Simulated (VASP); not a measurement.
**CsSnI3: single point with PBE**

The system is CsSnI3.

```
CELL_PARAMETERS angstrom
6.29879 0.00000 0.00000
0.00000 6.29879 0.00000
0.00000 0.00000 6.29879
ATOMIC_POSITIONS crystal
Cs 0.00000 0.00000 0.00000
Sn 0.50000 0.50000 0.50000
I 0.00000 0.50000 0.50000
I 0.50000 0.00000 0.50000
I 0.50000 0.50000 0.00000
```

This cell differs from its parent crystal: strain +0.015 along x and y, +0.015 along z.

- Program: VASP 6.6.1
- Task: single point
- Functional: PBE
- Potentials or basis: VASP PAW PBE potentials, release 64 (Cs_sv, Sn_d, I)
- Cutoff: 520 eV
- k mesh: 6 × 6 × 6
- Occupations: gaussian, width 0.03 eV
- Spin: no spin polarisation

The pressure is -0.1 GPa and the band gap on the k mesh is 0.50 eV, direct.

Levels at points of the mesh, in eV from the valence-band top:
```
           k point  band 20  band 21  band 22  band 23  band 24  band 25
(0.00, 0.00, 0.00)    -1.93    -1.93    -1.93     2.37     3.38     3.38
(0.50, 0.00, 0.00)    -2.04    -2.04    -1.43     1.23     3.84     4.10
(0.50, 0.50, 0.00)    -2.28    -1.54    -0.71     0.92     0.92     3.98
(0.50, 0.50, 0.50)    -1.52    -1.52     0.00     0.50     0.50     0.50
```

It took 4.7 min on 1 thread of AMD EPYC 9755 128-Core Processor (shared host), peak memory 0.37 GiB.

Caveat: the cell differs from its parent crystal (strain +0.015 along x and y, +0.015 along z); spin-orbit coupling is left out, which moves the levels of the heavy elements. A k mesh can miss the band edges.
